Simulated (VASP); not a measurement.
# SrO in VASP: notebook

The runs below take SrO through single point, with PBEsol.

Everything below comes from runs of VASP 6.6.1. Logs are shortened: lines on timing, memory, paths and dates and some standing lists are left out, and cuts for length are marked.

## (1) The cell of the first run

The structure is hexagonal, space group P6_3mc (No. 186). The conventional cell has a = 4.245 Å, b = 4.245 Å, c = 5.042 Å, α = 90.00°, β = 90.00°, γ = 120.00°. Within 3.2 Å of Sr (site symmetry 3m) lie 5 O at 2.45 to 2.59 Å. O (site symmetry 3m) has 5 Sr at 2.45 to 2.59 Å within 3.2 Å.

## (2) Single point, PBEsol (strained)

Contents of INCAR:

```
PREC     = Accurate       # precision mode
ENCUT    = 520            # plane-wave cutoff, eV
EDIFF    = 1E-6           # SCF threshold, eV
ISMEAR   = 0              # smearing method
SIGMA    = 0.02           # smearing width, eV
LREAL    = F              # projectors in reciprocal space
LASPH    = T              # aspherical terms in the spheres
NELM     = 100            # most SCF steps
ALGO     = Normal         # electronic algorithm
ISIF     = 2              # what is computed and relaxed
LWAVE    = F              # write WAVECAR
LCHARG   = F              # write CHGCAR
GGA      = PS             # functional
NBANDS   = 24             # bands
```

Contents of KPOINTS:

```
Automatic mesh
0
Gamma
  9 9 6
```

Contents of POSCAR:

```
SrO
1.0
    4.2453242284      0.0000000000      0.0000000000
   -2.1226621142      3.6765586291      0.0000000000
    0.0000000000      0.0000000000      5.0419141205
Sr O
2 2
Direct
    0.3333333300      0.6666666700      0.9439466210
    0.6666666700      0.3333333300      0.4439466210
    0.3333333300      0.6666666700      0.4310533790
    0.6666666700      0.3333333300      0.9310533790
```

Potentials or basis: VASP PAW PBE potentials, release 64 (Sr_sv, O).

Started as:

```console
$ cat potpaw_PBE.64/Sr_sv/POTCAR potpaw_PBE.64/O/POTCAR > POTCAR
$ mpirun -np 1 vasp_std > vasp.out
```

OUTCAR:

```text
PREC = Accurate
   ENCUT = 520
   EDIFF = 1E-6
   ISMEAR = 0
   LREAL = F
   LASPH = T
   NELM = 100
   ISIF = 2
   GGA = PS

 ion  position               nearest neighbor table
   1  0.333  0.667  0.944-   4 2.45   4 2.45   4 2.45   3 2.46   3 2.59   2 3.52   2 3.52   2 3.52
                             2 3.52   2 3.52   2 3.52
   2  0.667  0.333  0.444-   3 2.45   3 2.45   3 2.45   4 2.46   4 2.59   1 3.52   1 3.52   1 3.52
                             1 3.52   1 3.52   1 3.52
   3  0.333  0.667  0.431-   2 2.45   2 2.45   2 2.45   1 2.46   1 2.59
   4  0.667  0.333  0.931-   1 2.45   1 2.45   1 2.45   2 2.46   2 2.59

  LATTYP: Found a hexagonal cell.
 ALAT       =     4.2453242284
 C/A-ratio  =     1.1876393531

  Lattice vectors:

 A1 = (   4.2453242284,   0.0000000000,   0.0000000000)
 A2 = (  -2.1226621142,   3.6765586291,   0.0000000000)
 A3 = (   0.0000000000,   0.0000000000,   5.0419141205)

Analysis of symmetry for initial positions (statically):
=====================================================================
 Subroutine PRICEL returns:
 Original cell was already a primitive cell.

 Routine SETGRP: Setting up the symmetry group for a
 hexagonal supercell.

 Subroutine GETGRP returns: Found 12 space group operations
 (whereof  6 operations were pure point group operations)
 out of a pool of 24 trial point group operations.

The static configuration has the point symmetry C_3v.
 The point group associated with its full space group is C_6v.

Analysis of symmetry for dynamics (positions and initial velocities):
=====================================================================
 Subroutine PRICEL returns:
 Original cell was already a primitive cell.

 Routine SETGRP: Setting up the symmetry group for a
 hexagonal supercell.

 Subroutine GETGRP returns: Found 12 space group operations
 (whereof  6 operations were pure point group operations)
 out of a pool of 24 trial point group operations.

The dynamic configuration has the point symmetry C_3v.
 The point group associated with its full space group is C_6v.

 Subroutine INISYM returns: Found 12 space group operations
 (whereof  6 operations are pure point group operations),
 and found     1 'primitive' translations

----------------------------------------------------------------------------------------

                                     Primitive cell

  volume of cell :      78.6951

  direct lattice vectors                    reciprocal lattice vectors
     4.245324228  0.000000000  0.000000000     0.235553269  0.135996743  0.000000000
    -2.122662114  3.676558629  0.000000000     0.000000000  0.271993487  0.000000000
     0.000000000  0.000000000  5.041914121     0.000000000  0.000000000  0.198337373

  length of vectors
     4.245324228  4.245324228  5.041914121     0.271993487  0.271993487  0.198337373

  position of ions in fractional coordinates (direct lattice)
     0.333333330  0.666666670  0.943946621
     0.666666670  0.333333330  0.443946621
     0.333333330  0.666666670  0.431053379
     0.666666670  0.333333330  0.931053379

  ion indices of the primitive-cell ions
   primitive index   ion index
                 1           1
                 2           2
                 3           3
                 4           4

----------------------------------------------------------------------------------------

 KPOINTS: Automatic mesh

Automatic generation of k-mesh.
 Grid dimensions read from file:
 generate k-points for:    9    9    6

 Generating k-lattice:

  Cartesian coordinates                     Fractional coordinates (reciprocal lattice)
     0.026172585  0.015110749  0.000000000     0.111111111  0.000000000  0.000000000
     0.000000000  0.030221499  0.000000000     0.000000000  0.111111111  0.000000000
     0.000000000  0.000000000  0.033056229     0.000000000  0.000000000  0.166666667

  Length of vectors
     0.030221499  0.030221499  0.033056229

  Shift w.r.t. Gamma in fractional coordinates (k-lattice)
     0.000000000  0.000000000  0.000000000

 Subroutine IBZKPT returns following result:
 ===========================================

 Found     48 irreducible k-points:

 Following reciprocal coordinates:
            Coordinates               Weight
  0.000000  0.000000  0.000000      1.000000
  0.111111  0.000000  0.000000      6.000000
  0.222222 -0.000000  0.000000      6.000000
  0.333333 -0.000000  0.000000      6.000000
  0.444444 -0.000000  0.000000      6.000000
  0.111111  0.111111  0.000000      6.000000
[... 16 lines left out ...]
  0.333333  0.222222  0.166667     24.000000
  0.333333  0.333333  0.166667      4.000000
 [... further k-points ...]
   k-points           NKPTS =     48   k-points in BZ     NKDIM =     48   number of bands    NBANDS=     24
   number of dos      NEDOS =    301   number of ions     NIONS =      4
   total plane-waves  NPLWV =  40960
   dimension x,y,z NGX =    32 NGY =   32 NGZ =   40
   dimension x,y,z NGXF=    64 NGYF=   64 NGZF=   80
   ions per type =               2   2
   NGX,Y,Z   is equivalent  to a cutoff of  12.53, 12.53, 13.19 a.u.
   NGXF,Y,Z  is equivalent  to a cutoff of  25.06, 25.06, 26.38 a.u.
 SYSTEM =  unknown system
   PREC   = accura    normal or accurate (medium, high low for compatibility)
   ISTART =      0    job   : 0-new  1-cont  2-samecut
   ICHARG =      2    charge: 1-file 2-atom 10-const
   ISPIN  =      1    spin polarized calculation?
   LNONCOLLINEAR =      F non collinear calculations
   LSORBIT =      F    spin-orbit coupling
   LASPH  =      T    aspherical Exc in radial PAW
   ENCUT  =  520.0 eV  38.22 Ry    6.18 a.u.   7.89  7.89  9.37*2*pi/ulx,y,z
   NELM   =    100;   NELMIN=  2; NELMDL= -5     # of ELM steps
   EDIFF  = 0.1E-05   stopping-criterion for ELM
   LREAL  =      F    real-space projection
   EDIFFG = 0.1E-04   stopping-criterion for IOM
   NSW    =      0    number of steps for IOM
   IBRION =     -1    ionic relax: 0-MD 1-quasi-New 2-CG
   NFREE  =      0    steps in history (QN), initial steepest desc. (CG)
   ISIF   =      2    stress and relaxation
   ISYM   =      2    0-nonsym 1-usesym 2-fastsym
   POTIM  = 0.5000    time-step for ionic-motion
   TEBEG  =    0.0;   TEEND  =   0.0 temperature during run
   PSTRESS=    0.0 pullay stress
   NELECT =      32.0000    total number of electrons
   NUPDOWN=      -1.0000    fix difference up-down
   EMIN   =  10.00;   EMAX   =-10.00  energy-range for DOS
   EFERMI =   0.00;   METHOD = LEGACY
   ISMEAR =     0;   SIGMA  =   0.02  broadening in eV -4-tet -1-fermi 0-gaus
   EFERMI_NEDOS =   21; number of points for ismear=-14 and -15
   IALGO  =     38    algorithm
   IMIX   =      4    mixing-type and parameters
     AMIX     =   0.40;   BMIX     =  1.00
     AMIX_MAG =   1.60;   BMIX_MAG =  1.00
  volume/ion in A,a.u.               =      19.67       132.77
  Fermi-wavevector in a.u.,A,eV,Ry     =   1.212855  2.291964 20.014405  1.471017
  Thomas-Fermi vector in A             =   2.348326
   LORBIT       =      0    0 simple, 1 ext, 2 COOP (PROOUT), +10 PAW based schemes
   GGA     = PS    functional components
   LHFCALC =     F    Hartree Fock is set to
   AEXX    =    0.0000 exact exchange contribution
   IVDW    =     0    specifies the selected vdW correction
   LEPSILON=     F    determine dielectric tensor
   LRPA    =     F    only Hartree local field effects (RPA)
 non-spin polarized calculation
 Gauss-broadening in eV      SIGMA  =   0.02
  energy-cutoff  :      520.00
  volume of cell :       78.70
 maximum number of plane-waves:      2148
 NGX is ok and might be reduce to    32
   NGX = 15   NGY = 15   NGZ = 19

 number of electron      32.0000000 magnetization

 Free energy of the ion-electron system (eV)
  ---------------------------------------------------
  ext. energy  EPLUGINS =         0.00000000
  ---------------------------------------------------
  free energy    TOTEN  =       -24.95827426 eV

  energy without entropy =      -24.95827426  energy(sigma->0) =      -24.95827426

 E-fermi :   0.8969     XC(G=0):  -9.3302

 val. band max:        0.7730676079   @ k =   0.0000   0.0000   0.0000
 cond. band min:       3.3363203258   @ k =   0.0000   0.0000   0.0000
 fundamental gap:      2.5632527179
 Fermi energy:         0.8968559439

 k-point     1 :       0.0000    0.0000    0.0000
  band No.  band energies     occupation
      1     -31.4052      2.00000
      2     -31.2003      2.00000
      3     -14.4151      2.00000
      4     -14.2546      2.00000
      5     -13.8972      2.00000
      6     -13.6030      2.00000
[... 16 lines left out ...]
     23       9.4279      0.00000
     24       9.7428      0.00000

 k-point     2 :       0.1111    0.0000    0.0000
  band No.  band energies     occupation
      1     -31.3974      2.00000
      2     -31.2034      2.00000
      3     -14.5910      2.00000
      4     -14.4531      2.00000
      5     -13.9688      2.00000
      6     -13.6233      2.00000
[... 16 lines left out ...]
     23       9.3636      0.00000
     24       9.3808      0.00000

 k-point     3 :       0.2222   -0.0000    0.0000
  band No.  band energies     occupation
      1     -31.3761      2.00000
      2     -31.2129      2.00000
      3     -14.9201      2.00000
      4     -14.7957      2.00000
      5     -13.9303      2.00000
      6     -13.6714      2.00000
[... 16 lines left out ...]
     23       9.2432      0.00000
     24       9.6307      0.00000
[... 514 lines left out ...]
 k-point    23 :       0.3333    0.2222    0.1667
  band No.  band energies     occupation
      1     -31.3009      2.00000
      2     -31.2604      2.00000
      3     -15.4892      2.00000
      4     -15.4390      2.00000
      5     -13.8335      2.00000
      6     -13.4836      2.00000
[... 16 lines left out ...]
     23       9.6282      0.00000
     24      10.2071      0.00000

 k-point    24 :       0.3333    0.3333    0.1667
  band No.  band energies     occupation
      1     -31.2795      2.00000
      2     -31.2795      2.00000
      3     -15.4912      2.00000
      4     -15.4912      2.00000
      5     -13.8718      2.00000
      6     -13.3843      2.00000
[... 16 lines left out ...]
     23       9.5448      0.00000
     24      10.4850      0.00000

 [... further k-points ...]
[... 5 lines left out ...]
  --------------------------------------------------------------------------------------
  -------------------------------------------------------------------------------------
  Total        0.3173887      0.3173887      1.5949631      0.0000000      0.0000000      0.0000000
  in kB        6.4618114      6.4618114     32.4723282      0.0000000      0.0000000      0.0000000
  external PRESSURE =      15.1319836 kB  Pullay stress =       0.0000000 kB

 VOLUME and BASIS-vectors are now :
 -----------------------------------------------------------------------------
  energy-cutoff  :      520.00
  volume of cell :       78.70
      direct lattice vectors                 reciprocal lattice vectors
     4.245324228  0.000000000  0.000000000     0.235553269  0.135996743  0.000000000
    -2.122662114  3.676558629  0.000000000     0.000000000  0.271993487  0.000000000
     0.000000000  0.000000000  5.041914121     0.000000000  0.000000000  0.198337373

 POSITION                                       TOTAL-FORCE (eV/Angst)
 -----------------------------------------------------------------------------------
     -0.00000      2.45104      4.75930         0.000000      0.000000     -0.204517
      2.12266      1.22552      2.23834        -0.000000      0.000000     -0.204517
     -0.00000      2.45104      2.17333         0.000000     -0.000000      0.204517
      2.12266      1.22552      4.69429        -0.000000      0.000000      0.204517
 -----------------------------------------------------------------------------------
    total drift:                               -0.000030      0.000017     -0.000110

  FREE ENERGIE OF THE ION-ELECTRON SYSTEM (eV)
  ---------------------------------------------------
  free  energy   TOTEN  =       -24.9582742588 eV

  energy  without entropy=      -24.9582742588  energy(sigma->0) =      -24.95827426
```

It took 57 s on 1 thread of Intel Xeon Platinum 8488C (Sapphire Rapids), shared host; peak memory 0.23 GiB.

Results:

```
Free energy            : -24.9583 eV
Pressure               : 1.5 GPa
Largest force          : 0.205 eV/Å
Band gap on the k mesh : 2.56 eV
```

Forces on the atoms (eV/Å):
```
Sr   0.000  0.000 -0.205
Sr   0.000  0.000 -0.205
O    0.000  0.000  0.205
O    0.000  0.000  0.205
```

Stress tensor (GPa, compression positive):
```
0.65 0.00 0.00
0.00 0.65 0.00
0.00 0.00 3.25
```

Caveat: the cell differs from its parent crystal (strained); the PAW data sets were made with another functional, which shifts forces and pressure a little; an odd mesh through Γ misses points on the zone boundary, where band edges can lie.

## (3) Single point, PBEsol (one atom moved)

Contents of INCAR:

```
  PREC = Accurate
  ENCUT = 520
  EDIFF = 1E-6
  ISMEAR = 0
  SIGMA = 0.02
  LREAL = False
  LASPH = True
  NELM = 100
  ALGO = Normal
  ISIF = 2
  LWAVE = False
  LCHARG = False
  GGA = PS
  NBANDS = 24
```

KPOINTS is that of step 2.

Contents of POSCAR:

```
SrO
1.0
    4.2754662656      0.0000000000      0.0000000000
   -2.1377331328      3.7026623990      0.0000000000
    0.0000000000      0.0000000000      5.1555949900
Sr O
2 2
Direct
    0.3333333300      0.6666666700      0.9381277000
    0.6666666700      0.3333333300      0.4381277000
    0.3333333300      0.6666666700      0.4368723000
    0.6666666700      0.3333333300      0.9543290630
```

Potentials or basis: VASP PAW PBE potentials, release 64 (Sr_sv, O).

Started as:

```console
$ cat potpaw_PBE.64/Sr_sv/POTCAR potpaw_PBE.64/O/POTCAR > POTCAR
$ mpirun -np 1 vasp_std > vasp.out
```

Wall time 75 s (1 thread of Intel Xeon Platinum 8488C (Sapphire Rapids), shared host); peak memory 0.24 GiB.

Results (log left out):

| Item | Value |
| --- | --- |
| Free energy | -24.9631 eV |
| Pressure | -1.4 GPa |
| Largest force | 0.295 eV/Å |
| Band gap on the k mesh | 2.50 eV |

Forces in eV/Å, atoms in the order of the input:
```
Sr   0.000  0.000  0.120
Sr   0.000  0.000  0.037
O    0.000  0.000  0.138
O    0.000  0.000 -0.295
```

Stress tensor (GPa, compression positive):
```
-1.47  0.00  0.00
 0.00 -1.47  0.00
 0.00  0.00 -1.37
```

Levels at points of the mesh, in eV from the valence-band top:
```tsv
k point	band 12	band 13	band 14	band 15	band 16	band 17	band 18	band 19	band 20	band 21
(0.00, 0.00, 0.00)	-1.06	-0.90	-0.90	-0.34	0.00	2.50	6.05	6.05	7.07	7.95
(0.00, 0.00, 0.50)	-1.27	-1.12	-1.12	-1.08	-1.08	4.19	4.24	7.72	7.72	7.90
```

Caveat: the cell differs from its parent crystal (one atom moved); the PAW data sets were made with another functional, which shifts forces and pressure a little; an odd mesh through Γ misses points on the zone boundary, where band edges can lie.
